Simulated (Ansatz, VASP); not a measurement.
**One calculation of Te, two programs**

```
CELL_PARAMETERS angstrom
2.27456 1.31322 1.87363
-2.27456 1.31322 1.87363
0.00000 -2.62643 1.87363
ATOMIC_POSITIONS crystal
Te 0.50000 0.50000 0.50000
```

Alike in both runs: task single point; functional PBE; k mesh 15 × 15 × 15; occupations gaussian, width 0.15 eV; no spin polarisation.

|  | VASP | Ansatz |
| --- | --- | --- |
| version | VASP 6.6.1 | Ansatz 0.2.0 |
| potentials or method | VASP PAW PBE potentials, release 64 (Te), cutoff 520 eV | scalar-relativistic, plane waves, PAW |
| valence electrons in the cell | 6 | 16 |

|  | VASP | Ansatz | Ansatz less VASP |
| --- | --- | --- | --- |
| gap on the k mesh at the Fermi level (eV) | none | none | - |
| pressure (GPa) | -1.3 | -1.2 | +0.05 |

A gap of «none» marks a metal or a gap that the smearing closes. VASP's potentials hold 6 valence electrons a cell and Ansatz's 16, so a difference there can come from the potentials and not from the codes.

Neither program's run includes spin-orbit coupling.
